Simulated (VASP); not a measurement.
# WSe2 (P6_3/mmc) in VASP: a series of runs

Runs on WSe2. Level: PBE+D3(BJ). Tasks: single point.

Program: VASP 6.6.1. These are calculated values, not measurements. Logs are shortened: lines on timing, memory, paths and dates and some standing lists are left out, and cuts for length are marked.

**The experiment to reproduce.**

From “Time-resolved XUV ARPES with tunable 24–33 eV laser pulses at 30 meV resolution”, 2019, pmc:6684652, for a bulk crystal of WSe2: band gap 1.3 eV (indirect).

The runs below are set against these values where they give the same quantity.

### 1 The cell of the first run

It takes space group P6_3/mmc (No. 194, hexagonal). Conventional cell: a = 3.290 Å, b = 3.290 Å, c = 12.970 Å, α = 90.00°, β = 90.00°, γ = 120.00°. Within 3.3 Å of W (site symmetry -6m2) lie 6 Se at 2.53 Å and 6 W at 3.29 Å. Se (site symmetry 3m) has 3 W at 2.53 Å and 6 Se at 3.29 Å within 3.3 Å.

### 2 Single point, PBE+D3(BJ)

Contents of INCAR:

```
SYSTEM = WSe2
ALGO = Normal ; EDIFF = 1E-7
ENCUT = 520 ; GGA = PE
ISIF = 2 ; ISMEAR = 0
IVDW = 12 ; LASPH = .True.
LCHARG = .False. ; LREAL = .False.
LWAVE = .False. ; NBANDS = 35
NELM = 100 ; PREC = Accurate
SIGMA = 0.1
```

Contents of KPOINTS:

```
k-points
0
Gamma
  6 6 2
  0 0 0
```

Contents of POSCAR:

```
WSe2
1.0
    3.2899984505      0.0000000000      0.0000000000
   -1.6449992252      2.8492222365      0.0000000000
    0.0000000000      0.0000000000     12.9700000000
W Se
2 4
Direct
    0.3333333333      0.6666666667      0.2500000000
    0.6666666667      0.3333333333      0.7500000000
    0.3333333333      0.6666666667      0.6210000000
    0.6666666667      0.3333333333      0.1210000000
    0.3333333333      0.6666666667      0.8790000000
    0.6666666667      0.3333333333      0.3790000000
```

Potentials or basis: VASP PAW PBE potentials, release 64 (W_sv, Se).

Launch:

```bash
cat potpaw_PBE.64/W_sv/POTCAR potpaw_PBE.64/Se/POTCAR > POTCAR
mpirun -np 1 vasp_std > vasp.out
```

OUTCAR:

```text
SYSTEM = WSe2
   EDIFF = 1E-7
   ENCUT = 520
   GGA = PE
   ISIF = 2
   ISMEAR = 0
   IVDW = 12
   LASPH = .True.
   LREAL = .False.
   NELM = 100
   PREC = Accurate
 IVDW          = 12

 ion  position               nearest neighbor table
   1  0.333  0.667  0.250-   4 2.53   6 2.53   4 2.53   6 2.53   4 2.53   6 2.53
   2  0.667  0.333  0.750-   3 2.53   5 2.53   3 2.53   5 2.53   3 2.53   5 2.53
   3  0.333  0.667  0.621-   2 2.53   2 2.53   2 2.53
   4  0.667  0.333  0.121-   1 2.53   1 2.53   1 2.53
   5  0.333  0.667  0.879-   2 2.53   2 2.53   2 2.53
   6  0.667  0.333  0.379-   1 2.53   1 2.53   1 2.53

  LATTYP: Found a hexagonal cell.
 ALAT       =     3.2899984505
 C/A-ratio  =     3.9422510968

  Lattice vectors:

 A1 = (   3.2899984505,   0.0000000000,   0.0000000000)
 A2 = (  -1.6449992252,   2.8492222365,   0.0000000000)
 A3 = (   0.0000000000,   0.0000000000,  12.9700000000)

Analysis of symmetry for initial positions (statically):
=====================================================================
 Subroutine PRICEL returns:
 Original cell was already a primitive cell.

 Routine SETGRP: Setting up the symmetry group for a
 hexagonal supercell.

 Subroutine GETGRP returns: Found 24 space group operations
 (whereof 12 operations were pure point group operations)
 out of a pool of 24 trial point group operations.

The static configuration has the point symmetry D_3d.
 The point group associated with its full space group is D_6h.

Analysis of symmetry for dynamics (positions and initial velocities):
=====================================================================
 Subroutine PRICEL returns:
 Original cell was already a primitive cell.

 Routine SETGRP: Setting up the symmetry group for a
 hexagonal supercell.

 Subroutine GETGRP returns: Found 24 space group operations
 (whereof 12 operations were pure point group operations)
 out of a pool of 24 trial point group operations.

The dynamic configuration has the point symmetry D_3d.
 The point group associated with its full space group is D_6h.

 Subroutine INISYM returns: Found 24 space group operations
 (whereof 12 operations are pure point group operations),
 and found     1 'primitive' translations

----------------------------------------------------------------------------------------

                                     Primitive cell

  volume of cell :     121.5800

  direct lattice vectors                    reciprocal lattice vectors
     3.289998451  0.000000000  0.000000000     0.303951511  0.175486487  0.000000000
    -1.644999225  2.849222237  0.000000000     0.000000000  0.350972973  0.000000000
     0.000000000  0.000000000 12.970000000     0.000000000  0.000000000  0.077101002

  length of vectors
     3.289998451  3.289998450 12.970000000     0.350972973  0.350972973  0.077101002

  position of ions in fractional coordinates (direct lattice)
     0.333333333  0.666666667  0.250000000
     0.666666667  0.333333333  0.750000000
     0.333333333  0.666666667  0.621000000
     0.666666667  0.333333333  0.121000000
     0.333333333  0.666666667  0.879000000
     0.666666667  0.333333333  0.379000000

  ion indices of the primitive-cell ions
   primitive index   ion index
                 1           1
                 2           2
                 3           3
                 4           4
                 5           5
                 6           6

----------------------------------------------------------------------------------------

 KPOINTS: k-points

Automatic generation of k-mesh.
 Grid dimensions read from file:
 generate k-points for:    6    6    2

 Generating k-lattice:

  Cartesian coordinates                     Fractional coordinates (reciprocal lattice)
     0.050658585  0.029247748  0.000000000     0.166666667 -0.000000000  0.000000000
     0.000000000  0.058495496  0.000000000     0.000000000  0.166666667  0.000000000
     0.000000000  0.000000000  0.038550501     0.000000000  0.000000000  0.500000000

  Length of vectors
     0.058495496  0.058495496  0.038550501

  Shift w.r.t. Gamma in fractional coordinates (k-lattice)
     0.000000000  0.000000000  0.000000000

 Subroutine IBZKPT returns following result:
 ===========================================

 Found     14 irreducible k-points:

 Following reciprocal coordinates:
            Coordinates               Weight
  0.000000  0.000000  0.000000      1.000000
  0.166667 -0.000000  0.000000      6.000000
  0.333333 -0.000000  0.000000      6.000000
  0.500000 -0.000000  0.000000      3.000000
  0.166667  0.166667  0.000000      6.000000
  0.333333  0.166667  0.000000     12.000000
  0.333333  0.333333  0.000000      2.000000
  0.000000  0.000000  0.500000      1.000000
  0.166667 -0.000000  0.500000      6.000000
  0.333333 -0.000000  0.500000      6.000000
  0.500000 -0.000000  0.500000      3.000000
  0.166667  0.166667  0.500000      6.000000
  0.333333  0.166667  0.500000     12.000000
  0.333333  0.333333  0.500000      2.000000
   k-points           NKPTS =     14   k-points in BZ     NKDIM =     14   number of bands    NBANDS=     35
   number of dos      NEDOS =    301   number of ions     NIONS =      6
   total plane-waves  NPLWV =  55296
   dimension x,y,z NGX =    24 NGY =   24 NGZ =   96
   dimension x,y,z NGXF=    48 NGYF=   48 NGZF=  192
   ions per type =               2   4
   NGX,Y,Z   is equivalent  to a cutoff of  12.13, 12.13, 12.31 a.u.
   NGXF,Y,Z  is equivalent  to a cutoff of  24.25, 24.25, 24.61 a.u.
 SYSTEM =  WSe2
   PREC   = accura    normal or accurate (medium, high low for compatibility)
   ISTART =      0    job   : 0-new  1-cont  2-samecut
   ICHARG =      2    charge: 1-file 2-atom 10-const
   ISPIN  =      1    spin polarized calculation?
   LNONCOLLINEAR =      F non collinear calculations
   LSORBIT =      F    spin-orbit coupling
   LASPH  =      T    aspherical Exc in radial PAW
   ENCUT  =  520.0 eV  38.22 Ry    6.18 a.u.   6.12  6.12 24.12*2*pi/ulx,y,z
   NELM   =    100;   NELMIN=  2; NELMDL= -5     # of ELM steps
   EDIFF  = 0.1E-06   stopping-criterion for ELM
   LREAL  =      F    real-space projection
   EDIFFG = 0.1E-05   stopping-criterion for IOM
   NSW    =      0    number of steps for IOM
   IBRION =     -1    ionic relax: 0-MD 1-quasi-New 2-CG
   NFREE  =      0    steps in history (QN), initial steepest desc. (CG)
   ISIF   =      2    stress and relaxation
   ISYM   =      2    0-nonsym 1-usesym 2-fastsym
   POTIM  = 0.5000    time-step for ionic-motion
   TEBEG  =    0.0;   TEEND  =   0.0 temperature during run
   PSTRESS=    0.0 pullay stress
   NELECT =      52.0000    total number of electrons
   NUPDOWN=      -1.0000    fix difference up-down
   EMIN   =  10.00;   EMAX   =-10.00  energy-range for DOS
   EFERMI =   0.00;   METHOD = LEGACY
   ISMEAR =     0;   SIGMA  =   0.10  broadening in eV -4-tet -1-fermi 0-gaus
   EFERMI_NEDOS =   21; number of points for ismear=-14 and -15
   IALGO  =     38    algorithm
   IMIX   =      4    mixing-type and parameters
     AMIX     =   0.40;   BMIX     =  1.00
     AMIX_MAG =   1.60;   BMIX_MAG =  1.00
  volume/ion in A,a.u.               =      20.26       136.74
  Fermi-wavevector in a.u.,A,eV,Ry     =   1.233451  2.330885 20.699927  1.521402
  Thomas-Fermi vector in A             =   2.368181
   LORBIT       =      0    0 simple, 1 ext, 2 COOP (PROOUT), +10 PAW based schemes
   GGA     = PE    functional components
   LHFCALC =     F    Hartree Fock is set to
   AEXX    =    0.0000 exact exchange contribution
   IVDW    =    12    specifies the selected vdW correction
   LEPSILON=     F    determine dielectric tensor
   LRPA    =     F    only Hartree local field effects (RPA)
 non-spin polarized calculation
 Gauss-broadening in eV      SIGMA  =   0.10
  energy-cutoff  :      520.00
  volume of cell :      121.58
 maximum number of plane-waves:      3324
   NGX = 13   NGY = 13   NGZ = 49

 number of electron      51.9999991 magnetization

 Free energy of the ion-electron system (eV)
  ---------------------------------------------------
  ext. energy  EPLUGINS =         0.00000000
  ---------------------------------------------------
  free energy    TOTEN  =       -43.12566942 eV

  energy without entropy =      -43.12566942  energy(sigma->0) =      -43.12566942

 E-fermi :   6.7038     XC(G=0): -10.7550

 val. band max:        6.2725467242   @ k =   0.0000   0.0000   0.0000
 cond. band min:       7.2437225613   @ k =   0.1667   0.1667   0.0000
 fundamental gap:      0.9711758371
 Fermi energy:         6.7037586191

 k-point     1 :       0.0000    0.0000    0.0000
  band No.  band energies     occupation
      1     -68.0596      2.00000
      2     -68.0596      2.00000
      3     -32.3084      2.00000
      4     -32.3084      2.00000
      5     -32.1794      2.00000
      6     -32.1794      2.00000
[... 27 lines left out ...]
     34       9.2142      0.00000
     35      10.7600      0.00000

 k-point     2 :       0.1667   -0.0000    0.0000
  band No.  band energies     occupation
      1     -68.0570      2.00000
      2     -68.0570      2.00000
      3     -32.2972      2.00000
      4     -32.2972      2.00000
      5     -32.2382      2.00000
      6     -32.2382      2.00000
[... 27 lines left out ...]
     34       9.6224      0.00000
     35      12.3134      0.00000

 k-point     3 :       0.3333   -0.0000    0.0000
  band No.  band energies     occupation
      1     -68.0519      2.00000
      2     -68.0519      2.00000
      3     -32.3538      2.00000
      4     -32.3538      2.00000
      5     -32.2746      2.00000
      6     -32.2746      2.00000
[... 27 lines left out ...]
     34      10.4263      0.00000
     35      11.6500      0.00000
[... 343 lines left out ...]
 k-point    13 :       0.3333    0.1667    0.5000
  band No.  band energies     occupation
      1     -68.0493      2.00000
      2     -68.0493      2.00000
      3     -32.3818      2.00000
      4     -32.3818      2.00000
      5     -32.2640      2.00000
      6     -32.2640      2.00000
[... 27 lines left out ...]
     34      10.3552      0.00000
     35      11.7740      0.00000

 k-point    14 :       0.3333    0.3333    0.5000
  band No.  band energies     occupation
      1     -68.0480      2.00000
      2     -68.0480      2.00000
      3     -32.3530      2.00000
      4     -32.3530      2.00000
      5     -32.3289      2.00000
      6     -32.3289      2.00000
[... 27 lines left out ...]
     34      10.6418      0.00000
     35      12.4289      0.00000

------------------------ aborting loop because EDIFF is reached ----------------------------------------

 Edisp (eV)   -2.79099

 E8    (eV) :    -1.2448

  FORCE on cell =-STRESS in cart. coord.  units (eV):
  Direction    XX          YY          ZZ          XY          YZ          ZX
  --------------------------------------------------------------------------------------
  -------------------------------------------------------------------------------------
  Total      -0.07358    -0.07358     0.69498    -0.00000    -0.00000     0.00000
  in kB      -0.96961    -0.96961     9.15837    -0.00000    -0.00000     0.00000
  external pressure =        2.41 kB  Pullay stress =        0.00 kB

 VOLUME and BASIS-vectors are now :
 -----------------------------------------------------------------------------
  energy-cutoff  :      520.00
  volume of cell :      121.58
      direct lattice vectors                 reciprocal lattice vectors
     3.289998451  0.000000000  0.000000000     0.303951511  0.175486487  0.000000000
    -1.644999225  2.849222237  0.000000000     0.000000000  0.350972973  0.000000000
     0.000000000  0.000000000 12.970000000     0.000000000  0.000000000  0.077101002

 POSITION                                       TOTAL-FORCE (eV/Angst)
 -----------------------------------------------------------------------------------
     -0.00000      1.89948      3.24250        -0.000000     -0.000000      0.000000
      1.64500      0.94974      9.72750         0.000000      0.000000      0.000000
     -0.00000      1.89948      8.05437        -0.000000      0.000000     -0.224819
      1.64500      0.94974      1.56937         0.000000     -0.000000     -0.224819
     -0.00000      1.89948     11.40063        -0.000000      0.000000      0.224819
      1.64500      0.94974      4.91563         0.000000      0.000000      0.224819
 -----------------------------------------------------------------------------------
    total drift:                               -0.000000      0.000000     -0.000000

  FREE ENERGIE OF THE ION-ELECTRON SYSTEM (eV)
  ---------------------------------------------------
  free  energy   TOTEN  =       -45.9166641461 eV

  energy  without entropy=      -45.9166641461  energy(sigma->0) =      -45.91666415
```

Wall time 42 s (1 thread of Intel Xeon Platinum 8488C (Sapphire Rapids), shared host); peak memory 0.25 GiB.

What came out:

* Free energy: -45.9167 eV
* Pressure: 0.2 GPa
* Largest force: 0.225 eV/Å
* Band gap on the k mesh: 0.97 eV, indirect (least direct gap 1.52 eV)
* Dispersion energy per atom: -0.465 eV

Forces on the atoms (eV/Å):
```
W    0.000  0.000  0.000
W    0.000  0.000  0.000
Se   0.000  0.000 -0.225
Se   0.000  0.000 -0.225
Se   0.000  0.000  0.225
Se   0.000  0.000  0.225
```

Stress tensor (GPa, compression positive):
```
-0.10  0.00  0.00
 0.00 -0.10  0.00
 0.00  0.00  0.92
```

Levels at points of the mesh, in eV from the valence-band top:
| k point | band 22 | band 23 | band 24 | band 25 | band 26 | band 27 | band 28 | band 29 | band 30 | band 31 |
| --- | --- | --- | --- | --- | --- | --- | --- | --- | --- | --- |
| (0.00, 0.00, 0.00) | -1.51 | -1.51 | -1.11 | -1.07 | 0.00 | 2.64 | 2.64 | 2.69 | 2.69 | 2.73 |
| (0.50, 0.00, 0.00) | -2.41 | -1.44 | -1.37 | -1.28 | -1.12 | 2.12 | 2.16 | 2.31 | 2.65 | 2.97 |
| (0.00, 0.00, 0.50) | -1.53 | -1.53 | -1.53 | -0.22 | -0.22 | 2.64 | 2.64 | 2.64 | 2.64 | 2.86 |
| (0.50, 0.00, 0.50) | -2.55 | -1.34 | -1.34 | -1.24 | -1.24 | 2.14 | 2.14 | 2.51 | 2.51 | 3.36 |

Caveat: spin-orbit coupling is left out, which moves the levels of the heavy elements.

(Continued in part 2 of 3.)
